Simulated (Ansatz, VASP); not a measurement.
In2O3: VASP beside Ansatz

The input INCAR:

```
ALGO = Normal
EDIFF = 1E-6
ENCUT = 520
GGA = PE
ISIF = 2
ISMEAR = -1
LASPH = True
LCHARG = False
LREAL = False
LWAVE = False
NBANDS = 55
NELM = 60
PREC = Accurate
SIGMA = 0.02
```

Contents of KPOINTS:

```
k-points
0
Gamma
  6 6 6
```

POSCAR

```
In2O3
1.0
    2.6987446187      1.5581209320      4.7572533666
   -2.6987446187      1.5581209320      4.7572533666
    0.0000000000     -3.1162418642      4.7572533665
In O
4 6
Direct
    0.8578310115      0.8578310115      0.8578310115
    0.3578310115      0.3578310115      0.3578310115
    0.1421689885      0.1421689885      0.1421689885
    0.6421689885      0.6421689885      0.6421689885
    0.4542604994      0.0457395006      0.7500000000
    0.0457395006      0.7500000000      0.4542604994
    0.5457395006      0.9542604994      0.2500000000
    0.2500000000      0.5457395006      0.9542604994
    0.9542604994      0.2500000000      0.5457395006
    0.7500000000      0.4542604994      0.0457395006
```

Input for Ansatz:

```yaml
crystal:
  lattice:
    - [2.6987446187, 1.558120932, 4.7572533666]
    - [-2.6987446187, 1.558120932, 4.7572533666]
    - [0.0, -3.1162418642, 4.7572533665]
  atoms:
    - { symbol: In, position: [0.8578310115, 0.8578310115, 0.8578310115] }
    - { symbol: In, position: [0.3578310115, 0.3578310115, 0.3578310115] }
    - { symbol: In, position: [0.1421689885, 0.1421689885, 0.1421689885] }
    - { symbol: In, position: [0.6421689885, 0.6421689885, 0.6421689885] }
    - { symbol: O, position: [0.4542604994, 0.0457395006, 0.75] }
    - { symbol: O, position: [0.0457395006, 0.75, 0.4542604994] }
    - { symbol: O, position: [0.5457395006, 0.9542604994, 0.25] }
    - { symbol: O, position: [0.25, 0.5457395006, 0.9542604994] }
    - { symbol: O, position: [0.9542604994, 0.25, 0.5457395006] }
    - { symbol: O, position: [0.75, 0.4542604994, 0.0457395006] }
kpoints:
  mp_grid: { grid: [6, 6, 6] }
  band_path:
    path:
      - [0.0, 0.0, 0.0]
      - [0.5, 0.5, 0.5]
      - [0.7618181098, 0.2381818902, 0.5]
      - [0.5, -0.2381818902, 0.2381818902]
      - [0.5, 0.0, 0.0]
      - [0.3690909451, -0.3690909451, 0.0]
      - [0.6309090549, 0.0, 0.3690909451]
      - [0.5, 0.0, 0.5]
    npoints: 1
hamiltonian:
  xc: pbe
scf:
  occupations: { method: fermi_dirac, width: 0.02 }
  n_extra_bands: 6
output:
  forces: true
  stress: true
  eigenvalues: true
  write_density: true
  write_potential: true
  elf: true
  volumetric_format: npy
```

Change from the starting cell: hydrostatic strain -2.0%.

Alike in both runs: task single point; functional PBE; k mesh 6 × 6 × 6; occupations fermi-dirac, width 0.02 eV; no spin polarisation.

|  | VASP | Ansatz |
| --- | --- | --- |
| version | VASP 6.6.1 | Ansatz 0.2.0 |
| potentials or method | VASP PAW PBE potentials, release 64 (In_d, O) | plane waves, PAW |
| plane-wave cutoff (eV) | 520 | 420 |
| valence electrons in the cell | 88 | 88 |

Ansatz gave:

| Item | Value |
| --- | --- |
| gap on the k mesh at the Fermi level (eV) | 1.62 |
| pressure (GPa) | 19.0 |
| traceless stress, the component that is largest in VASP (GPa) | -2.16 |
| rms of the force components (eV/Å) | 0.044 |

Task: What did VASP give for the same quantities?

Result: gap on the k mesh at the Fermi level (eV): 1.61; pressure (GPa): 19.6; traceless stress, the component that is largest in VASP (GPa): -2.28; rms of the force components (eV/Å): 0.041.

Atom by atom the forces differ by 0.006 eV/Å (rms over components).
